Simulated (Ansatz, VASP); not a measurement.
**NbAs in VASP and in Ansatz**

INCAR

```
  PREC = Accurate
  ENCUT = 520
  EDIFF = 1E-7
  ISMEAR = -1
  SIGMA = 0.05
  LREAL = False
  LASPH = True
  NELM = 100
  ALGO = Normal
  ISIF = 2
  LWAVE = False
  LCHARG = True
  GGA = PE
  LELF = True
  LVHAR = True
  NBANDS = 26
```

Contents of KPOINTS:

```
Automatic mesh
0
Gamma
  11 11 11
```

POSCAR

```
NbAs
1.0
   -1.7596987896      1.7596987896      5.9545388829
    1.7596987896     -1.7596987896      5.9545388829
    1.7596987896      1.7596987896     -5.9545388829
Nb As
2 2
Direct
    0.5000000000      0.0000000000      0.5000000000
    0.7500000000      0.7500000000      0.0000000000
    0.9160000000      0.4160000000      0.5000000000
    0.1660000000      0.1660000000      0.0000000000
```

Contents of input.yaml:

```yaml
crystal:
  lattice:
    - [-1.7596987896, 1.7596987896, 5.9545388829]
    - [1.7596987896, -1.7596987896, 5.9545388829]
    - [1.7596987896, 1.7596987896, -5.9545388829]
  atoms:
    - { symbol: Nb, position: [0.5, 0.0, 0.5] }
    - { symbol: Nb, position: [0.75, 0.75, 0.0] }
    - { symbol: As, position: [0.916, 0.416, 0.5] }
    - { symbol: As, position: [0.166, 0.166, 0.0] }
hamiltonian:
  xc: pbe
  pseudopotentials: { kind: paw }
kpoints:
  mp_grid: { grid: [11, 11, 11] }
scf:
  occupations: { method: fermi_dirac, width: 0.05 }
output:
  forces: true
  stress: true
  eigenvalues: true
```

Alike in both runs: task single point; functional PBE; k mesh 11 × 11 × 11; occupations fermi-dirac, width 0.05 eV; no spin polarisation.

|  | VASP | Ansatz |
| --- | --- | --- |
| version | VASP 6.6.1 | Ansatz 0.2.0 |
| potentials or method | VASP PAW PBE potentials, release 64 (Nb_sv, As) | Ansatz PAW |
| plane-wave cutoff (eV) | 520 | 420 |
| valence electrons in the cell | 36 | 56 |

Ansatz gave:

```
gap on the k mesh at the Fermi level (eV)                     : none
pressure (GPa)                                                : -5.8
traceless stress, the component that is largest in VASP (GPa) : 1.12
rms of the force components (eV/Å)                            : 0.132
```

Task: Estimate VASP's values.

Result: gap on the k mesh at the Fermi level (eV): none; pressure (GPa): -5.8; traceless stress, the component that is largest in VASP (GPa): 1.10; rms of the force components (eV/Å): 0.133.

Atom by atom the forces differ by 0.000 eV/Å (rms over components). A gap of «none» marks a metal or a gap that the smearing closes. VASP's potentials hold 36 valence electrons a cell and Ansatz's 56, so a difference there can come from the potentials and not from the codes.
